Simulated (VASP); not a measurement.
Input of a VASP 6.6.1 run:

File INCAR:

```
PREC = Accurate ; ENCUT = 520
EDIFF = 1E-7 ; ISMEAR = 0
SIGMA = 0.15 ; LREAL = False
LASPH = True ; NELM = 60
ALGO = Normal ; ISIF = 2
LWAVE = False ; LCHARG = False
GGA = PE ; NBANDS = 7
```

File KPOINTS:

```
Automatic mesh
0
Gamma
  18 18 18
```

POSCAR

```
Mg
1.0
   -1.9145856564      1.9145856564      1.7727644967
    1.9145856564     -1.9145856564      1.7727644967
    1.9145856564      1.9145856564     -1.7727644967
Mg
1
Direct
    0.0000000000      0.0000000000      0.0000000000
```

Potentials or basis: VASP PAW PBE potentials, release 64 (Mg).

Launch:

```sh
$ cat potpaw_PBE.64/Mg/POTCAR > POTCAR
$ mpirun -np 1 vasp_std > vasp.out
```

(1) Estimate the pressure.

(2) Estimate the band gap on the k mesh.

Results:

(1) -3.5 GPa.

(2) zero (bands 1 and 2 overlap by 4.27 eV).

Caveat: the cell differs from its parent crystal (strain +0.080 along x and y, +0.000 along z); the cell stands under tension.
